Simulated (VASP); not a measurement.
# ScAl (Cmcm) in VASP: notebook, part 2 of 2

VASP 6.6.1. The steps go on from the part before.

## 3. Single point, PBEsol (21.62 Å³/atom)

This run uses another cell than the first one, of 21.62 Å³/atom.

INCAR

```
PREC = Accurate
ENCUT = 520
EDIFF = 1E-7
ISMEAR = 0
SIGMA = 0.1
LREAL = False
LASPH = True
NELM = 60
ALGO = Fast
ISIF = 2
LWAVE = False
LCHARG = False
GGA = PS
NBANDS = 22
```

KPOINTS

```
regular mesh
0
Gamma
  14 14 10
```

POSCAR

```
ScAl
1.0
    1.7319852144     -5.6354100337      0.0000000000
    1.7319852144      5.6354100337      0.0000000000
    0.0000000000      0.0000000000      4.4299387406
Sc Al
2 2
Direct
    0.8404631015      0.1595368985      0.2500000000
    0.1595368985      0.8404631015      0.7500000000
    0.5709444605      0.4290555395      0.2500000000
    0.4290555395      0.5709444605      0.7500000000
```

Potentials or basis: VASP PAW PBE potentials, release 64 (Sc_sv, Al).

Command:

```console
$ cat potpaw_PBE.64/Sc_sv/POTCAR potpaw_PBE.64/Al/POTCAR > POTCAR
$ mpirun -np 1 vasp_std > vasp.out
```

OUTCAR:

```text
PREC = Accurate
   ENCUT = 520
   EDIFF = 1E-7
   ISMEAR = 0
   LREAL = False
   LASPH = True
   NELM = 60
   ISIF = 2
   GGA = PS

 ion  position               nearest neighbor table
   1  0.840  0.160  0.250-   4 2.98   4 2.98   4 2.98   4 2.98   3 3.04   3 3.12   3 3.12
   2  0.160  0.840  0.750-   3 2.98   3 2.98   3 2.98   3 2.98   4 3.04   4 3.12   4 3.12
   3  0.571  0.429  0.250-   4 2.73   4 2.73   2 2.98   2 2.98   2 2.98   2 2.98   1 3.04   1 3.12
                             1 3.12
[... 808 lines left out ...]
  Direction    XX          YY          ZZ          XY          YZ          ZX
  --------------------------------------------------------------------------------------
  -------------------------------------------------------------------------------------
  Total       -3.2390034     -3.2089778     -3.2295262      0.0000000      0.0000000      0.0000000
  in kB      -60.0101310    -59.4538351    -59.8345437      0.0000000      0.0000000      0.0000000
  external PRESSURE =     -59.7661699 kB  Pullay stress =       0.0000000 kB

 VOLUME and BASIS-vectors are now :
 -----------------------------------------------------------------------------
  energy-cutoff  :      520.00
  volume of cell :       86.48
      direct lattice vectors                 reciprocal lattice vectors
     1.731985214 -5.635410034  0.000000000     0.288686067 -0.088724689  0.000000000
     1.731985214  5.635410034  0.000000000     0.288686067  0.088724689  0.000000000
     0.000000000  0.000000000  4.429938741     0.000000000  0.000000000  0.225736756

 POSITION                                       TOTAL-FORCE (eV/Angst)
 -----------------------------------------------------------------------------------
      1.73199     -3.83730      1.10748         0.000000      0.001312     -0.000000
      1.73199      3.83730      3.32245         0.000000     -0.001312     -0.000000
      1.73199     -0.79960      1.10748         0.000000      0.000112      0.000000
      1.73199      0.79960      3.32245         0.000000     -0.000112      0.000000
 -----------------------------------------------------------------------------------
    total drift:                               -0.000000     -0.000000      0.000000

  FREE ENERGIE OF THE ION-ELECTRON SYSTEM (eV)
  ---------------------------------------------------
  free  energy   TOTEN  =       -22.8830322307 eV

  energy  without entropy=      -22.8557719941  energy(sigma->0) =      -22.86940211
```

stdout:

```text
POSCAR found type information on POSCAR ScAl
 POSCAR found :  2 types and       4 ions
 scaLAPACK will be used
 -----------------------------------------------------------------------------
|                                                                             |
|                                                                             |
|     You enforced a specific xc type in the INCAR file but a different       |
|     I HOPE YOU KNOW WHAT YOU ARE DOING!                                     |
|                                                                             |
 -----------------------------------------------------------------------------

 LDA part: xc-table for (Slater+PW92), standard interpolation
 POSCAR, INCAR and KPOINTS ok, starting setup
 FFT: planning ... GRIDC
 FFT: planning ... GRID_SOFT
 FFT: planning ... GRID
 WAVECAR not read
 entering main loop
```

It took 9.6 min on 1 thread of Intel Xeon 6975P-C (Granite Rapids), shared host; peak memory 0.7 GiB.

Results:

```yaml
Free_energy: -22.8830 eV
Pressure: -6.0 GPa
Band_gap_on_the_k_mesh: zero (bands 14 and 15 overlap by 1.52 eV)
```

Levels at points of the mesh, in eV from the Fermi level:
```
           k point  band 10  band 11  band 12  band 13  band 14  band 15  band 16  band 17  band 18  band 19
(0.00, 0.00, 0.00)    -3.96    -2.32    -1.24    -0.93     0.66     0.97     1.53     1.64     1.98     2.11
(0.50, 0.00, 0.00)    -3.70    -2.01    -1.89    -1.07    -0.13     0.01     0.10     1.20     1.49     2.15
(0.50, 0.50, 0.00)    -5.43    -1.42    -1.30    -0.34    -0.33     0.99     1.58     1.80     1.86     2.49
(0.00, 0.00, 0.50)    -6.08    -1.66    -1.66    -1.08    -1.08     1.18     1.18     1.74     1.74     2.29
(0.50, 0.00, 0.50)    -4.30    -2.02    -2.02    -1.40    -1.40    -0.05    -0.05     2.09     2.09     2.57
(0.50, 0.50, 0.50)    -5.70    -3.32    -3.32     0.42     0.42     1.52     1.52     1.55     1.55     2.05
```

Caveat: the cell stands under tension; the PAW data sets were made with another functional, which shifts forces and pressure a little.
